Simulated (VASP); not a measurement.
AgRh: single point with PBE

Crystal: AgRh.

```
CELL_PARAMETERS angstrom
2.77759 0.00000 0.00000
-1.38879 2.40546 0.00000
0.00000 0.00000 4.80860
ATOMIC_POSITIONS crystal
Ag 0.00000 0.00000 0.50000
Rh 0.66667 0.33333 0.00000
```

```
Program             : VASP 6.6.1
Task                : single point
Functional          : PBE
Potentials or basis : VASP PAW PBE potentials, release 64 (Ag, Rh_pv)
Cutoff              : 520 eV
k mesh              : 6 × 6 × 3
Occupations         : fermi-dirac, width 0.05 eV
Spin                : no spin polarisation
```

```json
{"Pressure": "-2.1 GPa", "Band gap on the k mesh": "zero (band 13 reaches 9.78 eV, above the bottom of band 14 at 8.76 eV)"}
```

Stress tensor (GPa, compression positive):
```
-2.26  0.00  0.00
 0.00 -2.26  0.00
 0.00  0.00 -1.79
```

Levels at points of the mesh, in eV from the Fermi level:
```
           k point  band 9  band 10  band 11  band 12  band 13  band 14  band 15  band 16  band 17  band 18
(0.00, 0.00, 0.00)   -2.99    -2.99    -1.92    -1.92     0.11     0.11     0.23     5.37    16.63    17.25
(0.50, 0.00, 0.00)   -2.65    -2.10    -1.54    -0.11     0.97     1.88     4.02     8.42     8.72    11.67
```

Wall time 26 s on 1 thread of AMD EPYC 7R13, on a shared host, peak memory 0.12 GiB.

Caveat: the k points lie up to 0.44 Å⁻¹ apart.
